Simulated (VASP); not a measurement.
# Se (P1) in VASP: electric field gradients with LDA

Aim: the electric field gradients of Se with LDA.

Program: VASP 6.6.1. These are calculated values, not measurements. Logs are shortened: lines on timing, memory, paths and dates and some standing lists are left out, and cuts for length are marked.

## Step 1: The cell of the first run

The typed cell holds 3 atoms: a = 4.356 Å, b = 4.299 Å, c = 4.951 Å, α = 89.36°, β = 88.27°, γ = 118.70°.

## Step 2: Electric field gradients, LDA (equal xy, yz and zx shear strains of +3 %)

INCAR

```
SYSTEM = Se
PREC = Accurate
ENCUT = 520
EDIFF = 1E-8
ISMEAR = -1
SIGMA = 0.03
LREAL = .FALSE.
LASPH = .TRUE.
NELM = 100
ALGO = Normal
ISIF = 2
LWAVE = .FALSE.
LCHARG = .FALSE.
LEFG = .TRUE.
NBANDS = 16
```

KPOINTS

```
Automatic mesh
0
G
  8 8 6
  0 0 0
```

POSCAR

```
Se
1.0
    4.3551696776      0.0653275452      0.0653275452
   -2.1210095251      3.7390238060      0.0239115411
    0.0742417500      0.0742417500      4.9494500000
Se
3
Direct
    0.2170000000      0.0000000000      0.1666666667
    0.0000000000      0.2170000000      0.8333333333
    0.7830000000      0.7830000000      0.5000000000
```

Potentials or basis: VASP PAW LDA potentials, release 64 (Se).

Command:

```console
$ cat potpaw_LDA.64/Se/POTCAR > POTCAR
$ mpirun -np 1 vasp_std > vasp.out
```

OUTCAR:

```text
SYSTEM = Se
   PREC = Accurate
   ENCUT = 520
   EDIFF = 1E-8
   ISMEAR = -1
   LREAL = .FALSE.
   LASPH = .TRUE.
   NELM = 100
   ISIF = 2

 ion  position               nearest neighbor table
   1  0.217  0.000  0.167-   3 2.29   2 2.32
   2  0.000  0.217  0.833-   1 2.32   3 2.36
   3  0.783  0.783  0.500-   1 2.29   2 2.36

  LATTYP: Found a triclinic cell.
 ALAT       =     4.4127683380
 B/A-ratio  =     2.0249125302
 C/A-ratio  =     0.9741696453
 COS(alpha) =     0.0067170462
 COS(beta)  =     0.5001712246
 COS(gamma) =     0.7244971000

  Lattice vectors:

 A1 = (   2.2341601525,   3.8043513512,   0.0892390863)
 A2 = (   6.5150880801,   3.7954371464,  -4.7948833685)
 A3 = (  -2.1210095251,   3.7390238060,   0.0239115411)

Analysis of symmetry for initial positions (statically):
=====================================================================
 Subroutine PRICEL returns:
 Original cell was already a primitive cell.

 Routine SETGRP: Setting up the symmetry group for a
 triclinic supercell.

 Subroutine GETGRP returns: Found  1 space group operations
 (whereof  1 operations were pure point group operations)
 out of a pool of  2 trial point group operations.

The static configuration has the point symmetry C_1 .

Analysis of symmetry for dynamics (positions and initial velocities):
=====================================================================
 Subroutine PRICEL returns:
 Original cell was already a primitive cell.

 Routine SETGRP: Setting up the symmetry group for a
 triclinic supercell.

 Subroutine GETGRP returns: Found  1 space group operations
 (whereof  1 operations were pure point group operations)
 out of a pool of  2 trial point group operations.

The dynamic configuration has the point symmetry C_1 .

 Subroutine INISYM returns: Found  1 space group operations
 (whereof  1 operations are pure point group operations),
 and found     1 'primitive' translations

----------------------------------------------------------------------------------------

                                     Primitive cell

  volume of cell :      81.2470

  direct lattice vectors                    reciprocal lattice vectors
     4.355169678  0.065327545  0.065327545     0.227754041  0.129230664 -0.005354771
    -2.121009525  3.739023806  0.023911541    -0.003919964  0.265250906 -0.003919964
     0.074241750  0.074241750  4.949450000    -0.002987176 -0.002987176  0.202132266

  length of vectors
     4.356149481  4.298784967  4.950563501     0.261918196  0.265308830  0.202176407

  position of ions in fractional coordinates (direct lattice)
     0.217000000  0.000000000  0.166666667
     0.000000000  0.217000000  0.833333333
     0.783000000  0.783000000  0.500000000

  ion indices of the primitive-cell ions
   primitive index   ion index
                 1           1
                 2           2
                 3           3

----------------------------------------------------------------------------------------

 KPOINTS: Automatic mesh

Automatic generation of k-mesh.
 Grid dimensions read from file:
 generate k-points for:    8    8    6

 Generating k-lattice:

  Cartesian coordinates                     Fractional coordinates (reciprocal lattice)
     0.028469255  0.016153833 -0.000669346     0.125000000  0.000000000  0.000000000
    -0.000489996  0.033156363 -0.000489996     0.000000000  0.125000000  0.000000000
    -0.000497863 -0.000497863  0.033688711     0.000000000 -0.000000000  0.166666667

  Length of vectors
     0.032739774  0.033163604  0.033696068

  Shift w.r.t. Gamma in fractional coordinates (k-lattice)
     0.000000000  0.000000000  0.000000000

 Subroutine IBZKPT returns following result:
 ===========================================

 Found    196 irreducible k-points:

 Following reciprocal coordinates:
            Coordinates               Weight
  0.000000  0.000000  0.000000      1.000000
  0.125000 -0.000000  0.000000      2.000000
  0.250000 -0.000000  0.000000      2.000000
  0.375000 -0.000000  0.000000      2.000000
  0.500000 -0.000000  0.000000      1.000000
  0.000000  0.125000  0.000000      2.000000
[... 16 lines left out ...]
  0.125000  0.375000  0.000000      2.000000
  0.250000  0.375000  0.000000      2.000000
 [... further k-points ...]
   k-points           NKPTS =    196   k-points in BZ     NKDIM =    196   number of bands    NBANDS=     16
   number of dos      NEDOS =    301   number of ions     NIONS =      3
   total plane-waves  NPLWV =  40960
   dimension x,y,z NGX =    32 NGY =   32 NGZ =   40
   dimension x,y,z NGXF=    64 NGYF=   64 NGZF=   80
   ions per type =               3
   NGX,Y,Z   is equivalent  to a cutoff of  12.21, 12.38, 13.43 a.u.
   NGXF,Y,Z  is equivalent  to a cutoff of  24.42, 24.75, 26.86 a.u.
 SYSTEM =  Se
   PREC   = accura    normal or accurate (medium, high low for compatibility)
   ISTART =      0    job   : 0-new  1-cont  2-samecut
   ICHARG =      2    charge: 1-file 2-atom 10-const
   ISPIN  =      1    spin polarized calculation?
   LNONCOLLINEAR =      F non collinear calculations
   LSORBIT =      F    spin-orbit coupling
   LASPH  =      T    aspherical Exc in radial PAW
   ENCUT  =  520.0 eV  38.22 Ry    6.18 a.u.   8.10  7.99  9.20*2*pi/ulx,y,z
   NELM   =    100;   NELMIN=  2; NELMDL= -5     # of ELM steps
   EDIFF  = 0.1E-07   stopping-criterion for ELM
   LREAL  =      F    real-space projection
   EDIFFG = 0.1E-06   stopping-criterion for IOM
   NSW    =      0    number of steps for IOM
   IBRION =     -1    ionic relax: 0-MD 1-quasi-New 2-CG
   NFREE  =      0    steps in history (QN), initial steepest desc. (CG)
   ISIF   =      2    stress and relaxation
   ISYM   =      2    0-nonsym 1-usesym 2-fastsym
   POTIM  = 0.5000    time-step for ionic-motion
   TEBEG  =    0.0;   TEEND  =   0.0 temperature during run
   PSTRESS=    0.0 pullay stress
   NELECT =      18.0000    total number of electrons
   NUPDOWN=      -1.0000    fix difference up-down
   EMIN   =  10.00;   EMAX   =-10.00  energy-range for DOS
   EFERMI =   0.00;   METHOD = LEGACY
   ISMEAR =    -1;   SIGMA  =   0.03  broadening in eV -4-tet -1-fermi 0-gaus
   EFERMI_NEDOS =   21; number of points for ismear=-14 and -15
   IALGO  =     38    algorithm
   IMIX   =      4    mixing-type and parameters
     AMIX     =   0.40;   BMIX     =  1.00
     AMIX_MAG =   1.60;   BMIX_MAG =  1.00
  volume/ion in A,a.u.               =      27.08       182.76
  Fermi-wavevector in a.u.,A,eV,Ry     =   0.990596  1.871955 13.351128  0.981280
  Thomas-Fermi vector in A             =   2.122277
   LORBIT       =      0    0 simple, 1 ext, 2 COOP (PROOUT), +10 PAW based schemes
   GGA     = CA    functional components
   LHFCALC =     F    Hartree Fock is set to
   AEXX    =    0.0000 exact exchange contribution
   IVDW    =     0    specifies the selected vdW correction
   LEPSILON=     F    determine dielectric tensor
   LRPA    =     F    only Hartree local field effects (RPA)
 non-spin polarized calculation
  energy-cutoff  :      520.00
  volume of cell :       81.25
 maximum number of plane-waves:      2206
   NGX = 17   NGY = 15   NGZ = 19

 number of electron      17.9999998 magnetization

 Free energy of the ion-electron system (eV)
  ---------------------------------------------------
  ext. energy  EPLUGINS =         0.00000000
  ---------------------------------------------------
  free energy    TOTEN  =       -12.24064965 eV

  energy without entropy =      -12.24064965  energy(sigma->0) =      -12.24064965

 E-fermi :   3.2550     XC(G=0):  -9.1820

 val. band max:        2.8133392382   @ k =   0.5000   0.0000   0.5000
 cond. band min:       3.7359128233   @ k =   0.3750   0.2500   0.5000
 fundamental gap:      0.9225735851
 Fermi energy:         3.2549537269

 k-point     1 :       0.0000    0.0000    0.0000
  band No.  band energies     occupation
      1     -13.4356      2.00000
      2      -9.1905      2.00000
      3      -9.0394      2.00000
      4      -1.3007      2.00000
      5      -1.2959      2.00000
      6      -1.0039      2.00000
[... 8 lines left out ...]
     15       8.9950      0.00000
     16      10.9106      0.00000
[... 420 lines left out ...]
  band No.  band energies     occupation
      1     -12.9524      2.00000
      2      -9.5074      2.00000
      3      -9.1500      2.00000
      4      -2.5316      2.00000
      5      -2.3998      2.00000
      6      -0.3232      2.00000
[... 8 lines left out ...]
     15      10.8329      0.00000
     16      12.2848      0.00000

 [... further k-points ...]

------------------------ aborting loop because EDIFF is reached ----------------------------------------

  FORCE on cell =-STRESS in cart. coord.  units (eV):
  Direction    XX          YY          ZZ          XY          YZ          ZX
  --------------------------------------------------------------------------------------
  -------------------------------------------------------------------------------------
  Total        0.8181838      0.1466660      1.6635690      0.1701569     -0.7835800     -0.4976031
  in kB       16.1344448      2.8922287     32.8052967      3.3554657    -15.4520652     -9.8126485
  external PRESSURE =      17.2773234 kB  Pullay stress =       0.0000000 kB

 VOLUME and BASIS-vectors are now :
 -----------------------------------------------------------------------------
  energy-cutoff  :      520.00
  volume of cell :       81.25
      direct lattice vectors                 reciprocal lattice vectors
     4.355169678  0.065327545  0.065327545     0.227754041  0.129230664 -0.005354771
    -2.121009525  3.739023806  0.023911541    -0.003919964  0.265250906 -0.003919964
     0.074241750  0.074241750  4.949450000    -0.002987176 -0.002987176  0.202132266

 POSITION                                       TOTAL-FORCE (eV/Angst)
 -----------------------------------------------------------------------------------
      0.95745      0.02655      0.83908         1.157916      0.066505     -0.280761
     -0.39839      0.87324      4.12973        -0.520372      0.686467     -0.224193
      1.78647      3.01593      2.54460        -0.637544     -0.752973      0.504954
 -----------------------------------------------------------------------------------
    total drift:                                0.000043      0.000039      0.000018

  FREE ENERGIE OF THE ION-ELECTRON SYSTEM (eV)
  ---------------------------------------------------
  free  energy   TOTEN  =       -12.2406496536 eV

  energy  without entropy=      -12.2406496510  energy(sigma->0) =      -12.24064965

 Electric field gradients (V/A^2)
---------------------------------------------------------------------
 ion       V_xx      V_yy      V_zz      V_xy      V_xz      V_yz
---------------------------------------------------------------------
   1     138.697  -337.316   198.619    16.150    10.005  -293.955
   2    -220.801    45.201   175.599  -209.049   289.055   172.628
   3    -216.340    20.041   196.299   216.182  -255.946   166.128
---------------------------------------------------------------------

 Electric field gradients after diagonalization (V/A^2)
 (convention: |V_zz| > |V_xx| > |V_yy|)
----------------------------------------------------------------------
 ion       V_xx      V_yy      V_zz     asymmetry (V_yy - V_xx)/ V_zz
----------------------------------------------------------------------
   1     328.452   139.244  -467.696       0.405
   2     343.193   159.363  -502.556       0.366
   3     334.094   147.590  -481.684       0.387
----------------------------------------------------------------------

           NMR quadrupolar parameters

 Cq : quadrupolar parameter    Cq=e*Q*V_zz/h
 eta: asymmetry parameters     (V_yy - V_xx)/ V_zz
 Q  : nuclear electric quadrupole moment in mb (millibarn)
----------------------------------------------------------------------
 ion       Cq(MHz)       eta       Q (mb)
----------------------------------------------------------------------
   1      -1.131       0.405       1.000
   2      -1.215       0.366       1.000
   3      -1.165       0.387       1.000
----------------------------------------------------------------------
```

Run time: 2.2 min. Hardware: 1 thread of Intel Xeon Platinum 8488C (Sapphire Rapids), shared host; peak memory 0.3 GiB.

What came out:

- Free energy: -12.2406 eV
- Pressure: 1.7 GPa
- Largest force: 1.193 eV/Å
- Band gap on the k mesh: 0.92 eV (least direct gap 1.06 eV)
- Largest electric field gradient by atom: Se -467.7, -502.6, -481.7 V/Å²

Forces on the atoms (eV/Å):
```
Se   1.158  0.067 -0.281
Se  -0.520  0.686 -0.224
Se  -0.638 -0.753  0.505
```

Levels at points of the mesh, in eV from the valence-band top:
| k point | band 7 | band 8 | band 9 | band 10 | band 11 | band 12 |
| --- | --- | --- | --- | --- | --- | --- |
| (0.00, 0.00, 0.00) | -2.27 | -2.22 | -0.46 | 1.68 | 2.09 | 2.35 |
| (0.50, 0.00, 0.00) | -2.96 | -2.01 | -1.04 | 1.91 | 2.48 | 4.34 |
| (0.00, 0.50, 0.00) | -3.14 | -2.05 | -1.12 | 1.92 | 2.51 | 4.02 |
| (0.50, 0.50, 0.00) | -3.07 | -2.05 | -1.16 | 1.77 | 2.50 | 4.23 |
| (0.00, 0.00, 0.50) | -1.78 | -1.52 | -1.26 | 1.05 | 1.26 | 1.31 |
| (0.50, 0.00, 0.50) | -1.89 | -1.53 | 0.00 | 1.42 | 2.65 | 3.09 |
| (0.00, 0.50, 0.50) | -2.00 | -1.47 | -0.11 | 1.33 | 2.69 | 3.01 |
| (0.50, 0.50, 0.50) | -2.01 | -1.52 | -0.09 | 1.39 | 2.65 | 3.12 |

Electric field gradients, principal values (V/Å²):
```tsv
atom	least	middle	greatest (by size)
1 Se	139.244	328.452	-467.696
2 Se	159.363	343.193	-502.556
3 Se	147.590	334.094	-481.684
```

Caveat: the cell differs from its parent crystal (equal xy, yz and zx shear strains of +3 %); without QUAD_EFG the Cq values of the log hold for a quadrupole moment of 1 mb, not for the nuclei; forces of over 1 eV/Å act on the atoms, so gaps and moduli don't describe the material at rest.
